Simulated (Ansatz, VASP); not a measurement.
## One calculation of GaSb, two programs

Contents of INCAR:

```
SYSTEM = GaSb
PREC = Accurate ; ENCUT = 520
EDIFF = 1E-6 ; ISMEAR = -1
SIGMA = 0.08 ; LREAL = .False.
LASPH = .True. ; NELM = 80
ALGO = Normal ; ISIF = 2
LWAVE = .False. ; LCHARG = .False.
GGA = PS ; NBANDS = 16
```

KPOINTS

```
Automatic mesh
0
Gamma
  13 13 13
  0 0 0
```

POSCAR

```
GaSb
1.0
    0.0000000000      2.6441960135      2.6441960135
    2.6441960135      0.0000000000      2.6441960135
    2.6441960135      2.6441960135      0.0000000000
Ga Sb
1 1
Direct
    0.0000000000      0.0000000000      0.0000000000
    0.5000000000      0.5000000000      0.5000000000
```

Input for Ansatz:

```yaml
crystal:
  lattice:
    - [0.0, 2.6441960135, 2.6441960135]
    - [2.6441960135, 0.0, 2.6441960135]
    - [2.6441960135, 2.6441960135, 0.0]
  atoms:
    - { symbol: Ga, position: [0.0, 0.0, 0.0] }
    - { symbol: Sb, position: [0.5, 0.5, 0.5] }
kpoints:
  mp_grid: { grid: [13, 13, 13] }
scf:
  occupations: { method: fermi_dirac, width: 0.08 }
hamiltonian:
  xc: pbesol
  pseudopotentials: { kind: paw }
output:
  forces: true
  stress: true
  eigenvalues: true
  populations: true
```

Change from the starting cell: volume scaled by 0.8, PAW files.

Alike in both runs: task single point; functional PBEsol; k mesh 13 × 13 × 13; occupations fermi-dirac, width 0.08 eV; no spin polarisation.

|  | VASP | Ansatz |
| --- | --- | --- |
| version | VASP 6.6.1 | Ansatz 0.2.0 |
| potentials or method | VASP PAW PBE potentials, release 64 (Ga_d, Sb) | PAW with Ansatz's default frozen-core files, scalar-relativistic |
| plane-wave cutoff (eV) | 520 | 420 |
| valence electrons in the cell | 18 | 28 |

|  | VASP | Ansatz | Ansatz less VASP |
| --- | --- | --- | --- |
| pressure (GPa) | 25.1 | 24.7 | -0.37 |

VASP's potentials were made for PBE, not for PBEsol. The functional is the same, so the differences come from potentials, cutoffs and numerics. VASP's potentials hold 18 valence electrons a cell and Ansatz's 28, so a difference there can come from the potentials and not from the codes.

Spin-orbit coupling is off throughout.
